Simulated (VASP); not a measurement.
Set up this calculation in VASP 6.6.1, as the native input.

```yaml
Task: single point
Functional: PBE
Dispersion: D3(BJ)
Potentials_or_basis: VASP PAW PBE potentials, release 64 (Te)
Cutoff: 520 eV
k_mesh: 12 × 12 × 6
Occupations: gaussian, width 0.1 eV
Spin: no spin polarisation
Dipole_correction: no
Further_INCAR_settings: ALGO = Normal; EDIFF = 1e-07; NBANDS = 20
```

The structure of Te lies in POSCAR:

```
Te
1.0
    3.7048018472     -2.0901165632      0.0000000000
    3.7048018472      2.0901165632      0.0000000000
    0.0000000000      0.0000000000      8.5097760036
Te
4
Direct
    0.7499977536      0.2500022464      0.1249972120
    0.7500022464      0.2499977536      0.6249972120
    0.2500022464      0.7499977536      0.8750027880
    0.2499977536      0.7500022464      0.3750027880
```

One way to write it, as run:

INCAR

```
ALGO = Normal ; EDIFF = 1E-7
ENCUT = 520 ; GGA = PE
ISIF = 2 ; ISMEAR = 0
IVDW = 12 ; LASPH = True
LCHARG = True ; LELF = True
LREAL = False ; LVHAR = True
LWAVE = False ; NBANDS = 20
NELM = 100 ; PREC = Accurate
SIGMA = 0.1
```

KPOINTS

```
k-points
0
Gamma
  12 12 6
```

Potentials or basis: VASP PAW PBE potentials, release 64 (Te).

The run is started by

```console
$ cat potpaw_PBE.64/Te/POTCAR > POTCAR
$ mpirun -np 1 vasp_std > vasp.out
```

It gave:

```
Pressure                   : 0.0 GPa
Band gap on the k mesh     : zero (bands 12 and 13 overlap by 1.72 eV)
Dispersion energy per atom : -0.442 eV
```

Caveat: spin-orbit coupling is left out, which moves the levels of the heavy elements.

Wall time 5.4 min on 1 thread of Intel Xeon 8259CL (shared host), peak memory 0.45 GiB.
